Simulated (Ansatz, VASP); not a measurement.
## GaSb in VASP and in Ansatz

```
CELL_PARAMETERS angstrom
0.00000 3.05900 3.05900
3.05900 0.00000 3.05900
3.05900 3.05900 0.00000
ATOMIC_POSITIONS crystal
Sb 0.75000 0.75000 0.75000
Ga 0.00000 0.00000 0.00000
```

Alike in both runs: task single point; functional PBE; k mesh 8 × 8 × 8; occupations gaussian, width 0.029 eV; no spin polarisation.

```csv
,VASP,Ansatz
version,VASP 6.6.1,Ansatz 0.2.0
potentials or method,"VASP PAW PBE potentials, release 64 (Sb, Ga_d), cutoff 520 eV","all-electron LAPW, scalar-relativistic"
```

Ansatz gave:

| Property | Result |
| --- | --- |
| gap on the k mesh at the Fermi level (eV) | 0.04 |
| least direct gap on the mesh (eV) | 0.04 |
| pressure (GPa) | 2.3 |

Task: Estimate VASP's values.

Result: gap on the k mesh at the Fermi level (eV): 0.04; least direct gap on the mesh (eV): 0.04; pressure (GPa): 2.4.

Ansatz ran all-electron here, and VASP with PAW potentials.

Spin-orbit coupling is off throughout.
